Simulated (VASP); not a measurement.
# Cd3HgS4 (P3m1) in VASP: relaxation of cell and atoms with PBE

Aim: the relaxation of cell and atoms of Cd3HgS4 with PBE.

Program: VASP 6.6.1. These are calculated values, not measurements. Logs are shortened: lines on timing, memory, paths and dates and some standing lists are left out, and cuts for length are marked.

## (1) The cell of the first run

Symmetry: P3m1, No. 156, trigonal system. The conventional cell has a = 4.090 Å, b = 4.090 Å, c = 13.353 Å, α = 90.00°, β = 90.00°, γ = 120.00°. Within 3.3 Å of Cd (site symmetry 3m) lie 4 S at 2.48 to 2.57 Å. Cd (site symmetry 3m) has 4 S at 2.48 to 2.57 Å within 3.3 Å. Within 3.3 Å of Cd (site symmetry 3m) lie 4 S at 2.48 to 2.57 Å. Hg (site symmetry 3m) has 4 S at 2.48 to 2.57 Å within 3.3 Å. Within 3.3 Å of S (site symmetry 3m) lie 3 Cd at 2.48 Å and 1 Hg at 2.57 Å. S (site symmetry 3m) has 4 Cd at 2.48 to 2.57 Å within 3.3 Å. S (site symmetry 3m) has 4 Cd at 2.48 to 2.57 Å within 3.3 Å. S (site symmetry 3m) has 3 Hg at 2.48 Å and 1 Cd at 2.57 Å within 3.3 Å.

## (2) Relaxation of cell and atoms, PBE

Contents of INCAR:

```
SYSTEM = Cd3HgS4
  PREC = Accurate
  ENCUT = 630
  EDIFF = 1E-7
  ISMEAR = 0
  SIGMA = 0.1
  LREAL = .False.
  LASPH = .True.
  NELM = 120
  ALGO = Normal
  ISIF = 3
  LWAVE = .False.
  LCHARG = .False.
  GGA = PE
  IBRION = 2
  NSW = 90
  EDIFFG = -0.04
  GGA_COMPAT = .False.
  NELMIN = 4
```

Contents of KPOINTS:

```
Automatic mesh
0
Gamma
  6 6 2
  0 0 0
```

Contents of POSCAR:

```
Cd3HgS4
1.0
    4.0902779500      0.0000000000      0.0000000000
   -2.0451389800      3.5422846200      0.0000000000
    0.0000000000      0.0000000000     13.3526616000
Cd Hg S
3 1 4
Direct
    0.3333333300      0.6666666700      0.5000000000
    0.6666666700      0.3333333300      0.2500000000
    0.6666666700      0.3333333300      0.7500000000
    0.3333333300      0.6666666700      0.0000000000
    0.3333333300      0.6666666700      0.1925000000
    0.3333333300      0.6666666700      0.6925000000
    0.6666666700      0.3333333300      0.4425000000
    0.6666666700      0.3333333300      0.9425000000
```

Potentials or basis: VASP PAW PBE potentials, release 64 (Cd_sv_GW, Hg_sv_GW, S).

On the command line:

```console
> cat potpaw_PBE.64/Cd_sv_GW/POTCAR potpaw_PBE.64/Hg_sv_GW/POTCAR potpaw_PBE.64/S/POTCAR > POTCAR
> mpirun -np 1 vasp_std > vasp.out
```

OUTCAR:

```text
SYSTEM = Cd3HgS4
   PREC = Accurate
   ENCUT = 630
   EDIFF = 1E-7
   ISMEAR = 0
   LREAL = .False.
   LASPH = .True.
   NELM = 120
   ISIF = 3
   GGA = PE
   IBRION = 2
   NSW = 90
   EDIFFG = -0.04
   NELMIN = 4

 ion  position               nearest neighbor table
   1  0.333  0.667  0.500-   7 2.48   7 2.48   7 2.48   6 2.57
   2  0.667  0.333  0.250-   5 2.48   5 2.48   5 2.48   7 2.57
   3  0.667  0.333  0.750-   6 2.48   6 2.48   6 2.48   8 2.57
   4  0.333  0.667  0.000-   8 2.48   8 2.48   8 2.48   5 2.57
   5  0.333  0.667  0.193-   2 2.48   2 2.48   2 2.48   4 2.57
   6  0.333  0.667  0.693-   3 2.48   3 2.48   3 2.48   1 2.57
   7  0.667  0.333  0.443-   1 2.48   1 2.48   1 2.48   2 2.57
   8  0.667  0.333  0.943-   4 2.48   4 2.48   4 2.48   3 2.57

  LATTYP: Found a hexagonal cell.
 ALAT       =     4.0902779500
 C/A-ratio  =     3.2644875882

  Lattice vectors:

 A1 = (   4.0902779500,   0.0000000000,   0.0000000000)
 A2 = (  -2.0451389800,   3.5422846200,   0.0000000000)
 A3 = (   0.0000000000,   0.0000000000,  13.3526616000)

Analysis of symmetry for initial positions (statically):
=====================================================================
 Subroutine PRICEL returns:
 Original cell was already a primitive cell.

 Routine SETGRP: Setting up the symmetry group for a
 hexagonal supercell.

 Subroutine GETGRP returns: Found  6 space group operations
 (whereof  6 operations were pure point group operations)
 out of a pool of 24 trial point group operations.

The static configuration has the point symmetry C_3v.

Analysis of symmetry for dynamics (positions and initial velocities):
=====================================================================
 Subroutine PRICEL returns:
 Original cell was already a primitive cell.

 Routine SETGRP: Setting up the symmetry group for a
 hexagonal supercell.

 Subroutine GETGRP returns: Found  6 space group operations
 (whereof  6 operations were pure point group operations)
 out of a pool of 24 trial point group operations.

The dynamic configuration has the point symmetry C_3v.

 Subroutine INISYM returns: Found  6 space group operations
 (whereof  6 operations are pure point group operations),
 and found     1 'primitive' translations

----------------------------------------------------------------------------------------

                                     Primitive cell

  volume of cell :     193.4658

  direct lattice vectors                    reciprocal lattice vectors
     4.090277950  0.000000000  0.000000000     0.244482163  0.141151843  0.000000000
    -2.045138980  3.542284620  0.000000000     0.000000000  0.282303685  0.000000000
     0.000000000  0.000000000 13.352661600     0.000000000  0.000000000  0.074891436

  length of vectors
     4.090277950  4.090277958 13.352661600     0.282303685  0.282303685  0.074891436

  position of ions in fractional coordinates (direct lattice)
     0.333333330  0.666666670  0.500000000
     0.666666670  0.333333330  0.250000000
     0.666666670  0.333333330  0.750000000
     0.333333330  0.666666670  0.000000000
     0.333333330  0.666666670  0.192500000
     0.333333330  0.666666670  0.692500000
     0.666666670  0.333333330  0.442500000
     0.666666670  0.333333330  0.942500000

  ion indices of the primitive-cell ions
   primitive index   ion index
                 1           1
                 2           2
                 3           3
                 4           4
                 5           5
                 6           6
                 7           7
                 8           8

----------------------------------------------------------------------------------------

 KPOINTS: Automatic mesh

Automatic generation of k-mesh.
 Grid dimensions read from file:
 generate k-points for:    6    6    2

 Generating k-lattice:

  Cartesian coordinates                     Fractional coordinates (reciprocal lattice)
     0.040747027  0.023525307  0.000000000     0.166666667  0.000000000  0.000000000
     0.000000000  0.047050614  0.000000000     0.000000000  0.166666667  0.000000000
     0.000000000  0.000000000  0.037445718     0.000000000  0.000000000  0.500000000

  Length of vectors
     0.047050614  0.047050614  0.037445718

  Shift w.r.t. Gamma in fractional coordinates (k-lattice)
     0.000000000  0.000000000  0.000000000

 Subroutine IBZKPT returns following result:
 ===========================================

 Found     14 irreducible k-points:

 Following reciprocal coordinates:
            Coordinates               Weight
  0.000000  0.000000  0.000000      1.000000
  0.166667  0.000000  0.000000      6.000000
  0.333333 -0.000000  0.000000      6.000000
  0.500000  0.000000  0.000000      3.000000
  0.166667  0.166667  0.000000      6.000000
  0.333333  0.166667  0.000000     12.000000
  0.333333  0.333333  0.000000      2.000000
  0.000000  0.000000  0.500000      1.000000
  0.166667  0.000000  0.500000      6.000000
  0.333333 -0.000000  0.500000      6.000000
  0.500000  0.000000  0.500000      3.000000
  0.166667  0.166667  0.500000      6.000000
  0.333333  0.166667  0.500000     12.000000
  0.333333  0.333333  0.500000      2.000000
   k-points           NKPTS =     14   k-points in BZ     NKDIM =     14   number of bands    NBANDS=     62
   number of dos      NEDOS =    301   number of ions     NIONS =      8
   total plane-waves  NPLWV = 145152
   dimension x,y,z NGX =    36 NGY =   36 NGZ =  112
   dimension x,y,z NGXF=    72 NGYF=   72 NGZF=  224
   ions per type =               3   1   4
   NGX,Y,Z   is equivalent  to a cutoff of  14.63, 14.63, 13.94 a.u.
   NGXF,Y,Z  is equivalent  to a cutoff of  29.26, 29.26, 27.89 a.u.
 SYSTEM =  Cd3HgS4
   PREC   = accura    normal or accurate (medium, high low for compatibility)
   ISTART =      0    job   : 0-new  1-cont  2-samecut
   ICHARG =      2    charge: 1-file 2-atom 10-const
   ISPIN  =      1    spin polarized calculation?
   LNONCOLLINEAR =      F non collinear calculations
   LSORBIT =      F    spin-orbit coupling
   LASPH  =      T    aspherical Exc in radial PAW
   ENCUT  =  630.0 eV  46.30 Ry    6.80 a.u.   8.37  8.37 27.33*2*pi/ulx,y,z
   NELM   =    120;   NELMIN=  4; NELMDL= -5     # of ELM steps
   EDIFF  = 0.1E-06   stopping-criterion for ELM
   LREAL  =      F    real-space projection
   EDIFFG = -.4E-01   stopping-criterion for IOM
   NSW    =     90    number of steps for IOM
   IBRION =      2    ionic relax: 0-MD 1-quasi-New 2-CG
   NFREE  =      1    steps in history (QN), initial steepest desc. (CG)
   ISIF   =      3    stress and relaxation
   ISYM   =      2    0-nonsym 1-usesym 2-fastsym
   POTIM  = 0.5000    time-step for ionic-motion
   TEBEG  =    0.0;   TEEND  =   0.0 temperature during run
   PSTRESS=    0.0 pullay stress
   NELECT =     104.0000    total number of electrons
   NUPDOWN=      -1.0000    fix difference up-down
   EMIN   =  10.00;   EMAX   =-10.00  energy-range for DOS
   EFERMI =   0.00;   METHOD = LEGACY
   ISMEAR =     0;   SIGMA  =   0.10  broadening in eV -4-tet -1-fermi 0-gaus
   EFERMI_NEDOS =   21; number of points for ismear=-14 and -15
   IALGO  =     38    algorithm
   IMIX   =      4    mixing-type and parameters
     AMIX     =   0.40;   BMIX     =  1.00
     AMIX_MAG =   1.60;   BMIX_MAG =  1.00
  volume/ion in A,a.u.               =      24.18       163.20
  Fermi-wavevector in a.u.,A,eV,Ry     =   1.331122  2.515456 24.107974  1.771886
  Thomas-Fermi vector in A             =   2.460157
   LORBIT       =      0    0 simple, 1 ext, 2 COOP (PROOUT), +10 PAW based schemes
   GGA     = PE    functional components
   LHFCALC =     F    Hartree Fock is set to
   AEXX    =    0.0000 exact exchange contribution
   IVDW    =     0    specifies the selected vdW correction
   LEPSILON=     F    determine dielectric tensor
   LRPA    =     F    only Hartree local field effects (RPA)
 conjugate gradient relaxation of ions
 non-spin polarized calculation
 Gauss-broadening in eV      SIGMA  =   0.10
  energy-cutoff  :      630.00
  volume of cell :      193.47
 maximum number of plane-waves:      7026
 NGX is ok and might be reduce to    36
   NGX = 17   NGY = 17   NGZ = 55

--------------------------------------- Ionic step        1  -------------------------------------------

 number of electron     103.9999989 magnetization

 Free energy of the ion-electron system (eV)
  ---------------------------------------------------
  ext. energy  EPLUGINS =         0.00000000
  ---------------------------------------------------
  free energy    TOTEN  =       -22.94758191 eV

  energy without entropy =      -22.94758186  energy(sigma->0) =      -22.94758189

------------------------ aborting loop because EDIFF is reached ----------------------------------------

  FORCE on cell =-STRESS in cart. coord.  units (eV):
  Direction    XX          YY          ZZ          XY          YZ          ZX
  --------------------------------------------------------------------------------------
  -------------------------------------------------------------------------------------
  Total        7.3602751      7.3602752      4.1902264     -0.0000000      0.0000000      0.0000000
  in kB       60.9537620     60.9537622     34.7011567     -0.0000001      0.0000000      0.0000000
  external PRESSURE =      52.2028936 kB  Pullay stress =       0.0000000 kB
[... 107 lines left out ...]
  FREE ENERGIE OF THE ION-ELECTRON SYSTEM (eV)
  ---------------------------------------------------
  free  energy   TOTEN  =       -23.2095539396 eV

  energy  without entropy=      -23.2095521927  energy(sigma->0) =      -23.20955307

[... ionic steps 4 to 7 ...]

--------------------------------------- Ionic step        8  -------------------------------------------

 number of electron     103.9999983 magnetization

------------------------ aborting loop because EDIFF is reached ----------------------------------------

  FORCE on cell =-STRESS in cart. coord.  units (eV):
  Direction    XX          YY          ZZ          XY          YZ          ZX
  --------------------------------------------------------------------------------------
  -------------------------------------------------------------------------------------
  Total       -0.0714936     -0.0714937      0.3106970      0.0000000      0.0000000      0.0000000
  in kB       -0.5485980     -0.5485980      2.3840962      0.0000000      0.0000000      0.0000000
  external PRESSURE =       0.4289668 kB  Pullay stress =       0.0000000 kB
[... 69 lines left out ...]
  energy  without entropy=      -23.2172261162  energy(sigma->0) =      -23.21722682

--------------------------------------- Ionic step       10  -------------------------------------------

 number of electron     103.9999976 magnetization

 Free energy of the ion-electron system (eV)
  ---------------------------------------------------
  ext. energy  EPLUGINS =         0.00000000
  ---------------------------------------------------
  free energy    TOTEN  =       -23.21769906 eV

  energy without entropy =      -23.21769722  energy(sigma->0) =      -23.21769814

 E-fermi :   2.9248     XC(G=0):  -9.0760

 val. band max:        2.6491605112   @ k =   0.0000   0.0000   0.0000
 cond. band min:       3.1850767205   @ k =   0.0000   0.0000   0.0000
 fundamental gap:      0.5359162093
 Fermi energy:         2.9247753820

 k-point     1 :       0.0000    0.0000    0.0000
  band No.  band energies     occupation
      1    -111.2256      2.00000
      2     -98.8334      2.00000
      3     -98.8264      2.00000
      4     -98.8225      2.00000
      5     -59.8983      2.00000
      6     -59.8953      2.00000
[... 934 lines left out ...]
  FREE ENERGIE OF THE ION-ELECTRON SYSTEM (eV)
  ---------------------------------------------------
  free  energy   TOTEN  =       -23.2176990641 eV

  energy  without entropy=      -23.2176972153  energy(sigma->0) =      -23.21769814

 reached required accuracy - stopping structural energy minimisation
```

Wall time 25 min (1 thread of AMD EPYC 9R45 (Zen 5), shared host); peak memory 0.54 GiB.

What came out:

```
Free energy                           : -23.2177 eV
Relaxed volume                        : 26.15 Å³/atom
Relaxed cell                          : a = 4.202 Å, b = 4.202 Å, c = 13.679 Å, α = 90.00°, β = 90.00°, γ = 120.00°
Space group after relaxing (to 0.1 Å) : P3m1 (No. 156)
Energy gained by relaxing             : 33.8 meV/atom
Ionic steps                           : 10
Pressure after relaxing               : -0.1 GPa
Largest force after relaxing          : 0.025 eV/Å
Band gap on the k mesh                : 0.54 eV
```

Forces on the atoms (eV/Å):
```
Cd   0.000  0.000 -0.005
Cd   0.000  0.000  0.019
Cd   0.000  0.000  0.000
Hg   0.000  0.000  0.011
S    0.000  0.000 -0.020
S    0.000  0.000 -0.025
S    0.000  0.000  0.011
S    0.000  0.000  0.009
```

The path:
```
step  energy change (eV)  largest force (eV/Å)  pressure (GPa)  volume (Å³)
   1              0.0000                0.4250            5.22       193.47
   2             -0.2192                0.0977           -1.82       216.35
   3             -0.2620                0.1712           -0.06       209.20
   4             -0.2619                0.1665           -0.15       209.53
   5             -0.2646                0.1125           -0.09       209.31
   6             -0.2664                0.0538           -0.02       209.00
   7             -0.2664                0.0679            0.01       208.93
   8             -0.2686                0.0474            0.04       208.80
   9             -0.2696                0.0527            0.09       208.62
  10             -0.2701                0.0245           -0.06       209.18
```

Final structure:
```
CELL_PARAMETERS angstrom
4.20219 0.00000 0.00000
-2.10109 3.63920 0.00000
0.00000 0.00000 13.67880
ATOMIC_POSITIONS crystal
Cd 0.33333 0.66667 0.50207
Cd 0.66667 0.33333 0.25264
Cd 0.66667 0.33333 0.75051
Hg 0.33333 0.66667 0.00283
S 0.33333 0.66667 0.19250
S 0.33333 0.66667 0.69012
S 0.66667 0.33333 0.44081
S 0.66667 0.33333 0.93851
```

Caveat: spin-orbit coupling is left out, which moves the levels of the heavy elements.
